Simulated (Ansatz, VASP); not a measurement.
**Two plane-wave programs on HfN**

INCAR

```
PREC     = Accurate       # precision mode
ENCUT    = 520            # plane-wave cutoff, eV
EDIFF    = 1E-6           # SCF threshold, eV
ISMEAR   = 0              # smearing method
SIGMA    = 0.15           # smearing width, eV
LREAL    = False          # projectors in reciprocal space
LASPH    = True           # aspherical terms in the spheres
NELM     = 100            # most SCF steps
ALGO     = Normal         # electronic algorithm
ISIF     = 2              # what is computed and relaxed
LWAVE    = False          # write WAVECAR
LCHARG   = False          # write CHGCAR
GGA      = PS             # functional
NBANDS   = 14             # bands
```

File KPOINTS:

```
Automatic mesh
0
Gamma
  18 18 18
```

POSCAR

```
HfN
1.0
    0.0000000000      2.2025250000      2.3154750000
    2.2025250000      0.0000000000      2.3154750000
    2.2025250000      2.2025250000      0.0000000000
Hf N
1 1
Direct
    0.0000000000      0.0000000000      0.0000000000
    0.5000000000      0.5000000000      0.5000000000
```

Input for Ansatz:

```yaml
crystal:
  lattice:
    - [0.0, 2.202525, 2.315475]
    - [2.202525, 0.0, 2.315475]
    - [2.202525, 2.202525, 0.0]
  atoms:
    - { symbol: Hf, position: [0.0, 0.0, 0.0] }
    - { symbol: "N", position: [0.5, 0.5, 0.5] }
basis:
  ecutwfc: 420
kpoints:
  mp_grid: { grid: [18, 18, 18] }
hamiltonian:
  xc: pbesol
scf:
  occupations: { method: gaussian, width: 0.15 }
output:
  forces: true
  stress: true
  eigenvalues: true
```

Change from the starting cell: strain -0.025 along x and y, +0.025 along z, atoms carried along.

Alike in both runs: task single point; functional PBEsol; k mesh 18 × 18 × 18; occupations gaussian, width 0.15 eV; no spin polarisation.

|  | VASP | Ansatz |
| --- | --- | --- |
| version | VASP 6.6.1 | Ansatz 0.2.0 |
| potentials or method | VASP PAW PBE potentials, release 64 (Hf_pv, N), cutoff 520 eV | scalar-relativistic, plane waves, PAW |
| valence electrons in the cell | 15 | 31 |

|  | VASP | Ansatz | Ansatz less VASP |
| --- | --- | --- | --- |
| gap on the k mesh at the Fermi level (eV) | none | none | - |
| pressure (GPa) | 3.9 | 6.1 | +2.17 |
| traceless stress, the component that is largest in VASP (GPa) | -17.19 | -17.30 | -0.109 |

VASP's potentials were made for PBE, not for PBEsol. A gap of «none» marks a metal or a gap that the smearing closes. VASP's potentials hold 15 valence electrons a cell and Ansatz's 31, so a difference there can come from the potentials and not from the codes.

Neither program's run includes spin-orbit coupling.
